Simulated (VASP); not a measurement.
Pd: single point with revPBE

Pd:

```xyz
1
Lattice="2.5639 0.0000 0.0000 0.0000 2.5639 0.0000 0.0000 0.0000 2.5639" Properties=species:S:1:pos:R:3 pbc="T T T"
Pd    0.0000    0.0000    0.0000
```

This cell differs from its parent crystal: volume scaled by 0.92.

```json
{
 "Program": "VASP 6.6.1",
 "Task": "single point",
 "Functional": "revPBE",
 "Potentials or basis": "VASP PAW PBE potentials, release 64 (Pd)",
 "Cutoff": "520 eV",
 "k mesh": "13 × 13 × 13",
 "Occupations": "fermi-dirac, width 0.1 eV",
 "Spin": "no spin polarisation"
}
```

The pressure is 10.8 GPa and the band gap on the k mesh is zero (band 5 reaches 9.25 eV, above the bottom of band 6 at 7.41 eV).

Levels at points of the mesh, in eV from the Fermi level:
```csv
k point,band 2,band 3,band 4,band 5,band 6,band 7,band 8,band 9
"(0.00, 0.00, 0.00)",-4.88,-4.88,-0.03,-0.03,-0.03,16.85,16.85,16.85
```

Wall time 6.5 s on 1 thread of Intel(R) Xeon(R) Platinum 8488C (Sapphire Rapids) (shared host), peak memory 0.13 GiB.

Caveat: the PAW data sets were made with another functional, which shifts forces and pressure a little.
